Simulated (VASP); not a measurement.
A run of VASP 6.6.1 is set up as follows.

File INCAR:

```
PREC = Accurate ; ENCUT = 600
EDIFF = 1E-7 ; ISMEAR = 0
SIGMA = 0.1 ; LREAL = F
LASPH = T ; NELM = 60
ALGO = Normal ; ISIF = 3
LWAVE = F ; LCHARG = F
GGA = PE ; IBRION = 2
NSW = 90 ; EDIFFG = -0.04
```

The input KPOINTS:

```
Automatic mesh
0
Gamma
  6 6 4
```

File POSCAR:

```
TeP2
1.0
    3.3931109700      0.0000000000      0.0000000000
   -1.6965554900      2.9385203000      0.0000000000
    0.0000000000      0.0000000000      5.3488404400
Te P
1 2
Direct
    0.0000000000      0.0000000000      0.0000000000
    0.6666666700      0.3333333300      0.7249647000
    0.6666666700      0.3333333300      0.2750353000
```

Potentials or basis: VASP PAW PBE potentials, release 64 (Te, P).

The run is started by

```sh
$ cat potpaw_PBE.64/Te/POTCAR potpaw_PBE.64/P/POTCAR > POTCAR
$ mpirun -np 1 vasp_std > vasp.out
```

Problem. Estimate the relaxed cell.

Solution. a = 3.977 Å, b = 3.977 Å, c = 5.504 Å, α = 90.00°, β = 90.00°, γ = 120.00°.

Problem. Estimate the relaxed volume.

Solution. 25.12 Å³/atom.

Problem. What does it give for the band gap on the k mesh?

Solution. Zero (band 8 reaches 6.03 eV, above the bottom of band 9 at 5.16 eV).

Problem. Estimate the space group after relaxing (to 0.05 Å).

Solution. P-6m2 (No. 187).

The path:
| step | energy change (eV) | largest force (eV/Å) | pressure (GPa) | volume (Å³) |
| --- | --- | --- | --- | --- |
| 1 | 0.0000 | 5.2432 | 38.69 | 53.33 |
| 2 | -1.9885 | 1.1909 | -8.58 | 93.79 |
| 3 | -2.5605 | 1.2656 | -3.31 | 74.76 |
| 4 | -2.5617 | 1.2895 | -2.97 | 74.25 |
| 5 | -2.5616 | 1.3149 | -2.61 | 73.72 |
| 6 | -2.8500 | 0.2555 | 2.11 | 71.81 |
| 7 | -2.8518 | 0.0217 | 1.64 | 71.94 |
| 8 | -2.8518 | 0.0882 | 1.77 | 71.90 |
| 9 | -2.8686 | 0.2977 | 0.53 | 74.19 |
| 10 | -2.8696 | 0.3552 | 0.17 | 74.96 |
| 11 | -2.8734 | 0.0960 | -0.66 | 75.72 |
| 12 | -2.8740 | 0.0166 | -0.46 | 75.52 |
| 13 | -2.8776 | 0.0368 | 0.07 | 75.18 |
| 14 | -2.8778 | 0.0482 | 0.19 | 75.11 |
| 15 | -2.8783 | 0.0338 | 0.16 | 75.37 |

Caveat: the volume moved by over 15 % at a fixed basis, so the end points are rough; spin-orbit coupling is left out, which moves the levels of the heavy elements.
